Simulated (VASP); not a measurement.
Input of a VASP 6.6.1 run:

Contents of POSCAR:

```
CeSi2Ni2
1.0
    0.0000000000      4.0540434600      0.0000000000
    4.0540434600      0.0000000000      0.0000000000
    2.0270217300      2.0270217300     -4.8213774400
Si Ni Ce
2 2 1
Direct
    0.3708000000      0.3708000000      0.2584000000
    0.6292000000      0.6292000000      0.7416000000
    0.2500000000      0.7500000000      0.5000000000
    0.7500000000      0.2500000000      0.5000000000
    0.0000000000      0.0000000000      0.0000000000
```

Contents of INCAR.step1:

```
ALGO = Normal ; EDIFF = 1E-4
ENCUT = 520 ; GGA = PE
ISMEAR = -1 ; ISPIN = 2
LASPH = T ; LCHARG = F
LDAU = T ; LDAUJ = 0 0 0
LDAUL = -1 2 3 ; LDAUTYPE = 2
LDAUU = 0 2.45 2.06 ; LMAXMIX = 6
LREAL = F ; LWAVE = T
MAGMOM = 0 0 0 0 1 ; NBANDS = 32
NELM = 150 ; PREC = Accurate
SIGMA = 0.0137
```

INCAR.step2

```
ALGO = Normal ; EDIFF = 1E-6
ENCUT = 520 ; ISIF = 2
ISMEAR = -1 ; ISPIN = 2
ISTART = 1 ; LASPH = T
LCHARG = T ; LDAU = T
LDAUJ = 0 0 0 ; LDAUL = -1 2 3
LDAUPRINT = 1 ; LDAUTYPE = 2
LDAUU = 0 2.45 2.06 ; LELF = T
LMAXMIX = 6 ; LMIXTAU = T
LORBIT = 11 ; LREAL = F
LVHAR = T ; LWAVE = F
MAGMOM = 0 0 0 0 1 ; METAGGA = R2SCAN
NBANDS = 32 ; NELM = 150
PREC = Accurate ; SIGMA = 0.0137
```

KPOINTS

```
k-points
0
Gamma
  5 5 5
```

Potentials or basis: VASP PAW PBE potentials, release 64 (Si, Ni, Ce).

Launch:

```bash
$ cat potpaw_PBE.64/Si/POTCAR potpaw_PBE.64/Ni/POTCAR potpaw_PBE.64/Ce/POTCAR > POTCAR
$ cp INCAR.step1 INCAR
$ mpirun -np 1 vasp_std > vasp.out
$ cp INCAR.step2 INCAR
$ mpirun -np 1 vasp_std > vasp.out
```

Q: What does it give for the site moments?

A: Si +0.00; Ni +0.02; Ce -0.09 μB.

Q: What does it give for the pressure?

A: -6.7 GPa.

Q: Predict the largest force.

A: 0.240 eV/Å.

Forces in eV/Å, atoms in the order of the input:
```
Si   0.000  0.000 -0.240
Si   0.000  0.000  0.240
Ni   0.000  0.000  0.000
Ni   0.000  0.000  0.000
Ce   0.000  0.000  0.000
```

Caveat: the magnetic or orbital state may not be the lowest; the cell stands under tension; the PAW data sets were made with another functional, which shifts forces and pressure a little. The state reached can hang on the start; a lower one may exist.
